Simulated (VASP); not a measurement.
Crystal: BaTiO3.

```
Ba Ti O
1.0
     2.82737    1.63238    2.31839
    -2.82737    1.63238    2.31839
     0.00000   -3.26476    2.31839
Ba Ti O
1 1 3
Direct
  0.00000 0.00000 0.00000
  0.48450 0.48450 0.48450
  0.50860 0.50860 0.01750
  0.01750 0.50860 0.50860
  0.50860 0.01750 0.50860
```

Base run:

```yaml
Program: VASP 6.6.1
Functional: PBEsol
Potentials_or_basis: VASP PAW PBE potentials, release 64 (Ba_sv, Ti_sv, O)
Cutoff: 600 eV
k_mesh: 6 × 6 × 6
Occupations: fermi-dirac, width 0.02 eV
Spin: no spin polarisation
Hubbard_terms: Ti d U = 5.0 eV
```

Its results: band gap on the k mesh 2.86 eV (least direct gap 3.27 eV); pressure 5.0 GPa; largest force 1.460 eV/Å.

Task: The run is repeated on the same cell with these changes: hubbard terms from Ti d U = 5.0 eV to Ti d U = 3.0 eV. What comes out?

Result: Band gap on the k mesh 2.63 eV (least direct gap 3.04 eV); pressure 3.0 GPa; largest force 0.924 eV/Å.

Caveats: the cell stands under pressure; the PAW data sets were made with another functional, which shifts forces and pressure a little; spin-orbit coupling is left out, which moves the levels of the heavy elements.

A k mesh can miss the band edges.
